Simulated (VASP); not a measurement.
Runs of VASP 6.6.1 on Hf2SiO4. The structure is that of space group P-3m1 (No. 164), or close to it. The cells are those of the table. 

| cell | gap on the mesh (eV) | pressure (GPa) | largest force (eV/Å) |
| --- | --- | --- | --- |
| a = 3.205, b = 3.205, c = 15.468 Å, angles 90.0, 90.0, 120.0°, 7 atoms | none | -1.2 | 0.20 |
| a = 3.201, b = 3.201, c = 14.509 Å, angles 90.0, 90.0, 120.0°, 7 atoms | none | (b) | 0.20 |
| a = 3.207, b = 3.207, c = 16.429 Å, angles 90.0, 90.0, 120.0°, 7 atoms | none | (a) | 0.21 |
| a = 3.203, b = 3.203, c = 14.986 Å, angles 90.0, 90.0, 120.0°, 7 atoms | none | -1.1 | 0.20 |

Alike in all rows: task single point; level PBE; potentials or basis VASP PAW PBE potentials, release 64 (Hf_pv, Si, O); no spin polarisation; k mesh 12 × 12 × 2; cutoff (eV) 520; smearing gaussian 0.1 eV.

Question: Estimate the missing entries.

Answer: (a) -1.4; (b) -0.9.

Caveats: spin-orbit coupling is left out, which moves the levels of the heavy elements.

A k mesh can miss the band edges, and the runs leave out spin-orbit coupling on Hf.

A gap of «none» marks levels without a gap at the run's occupations.
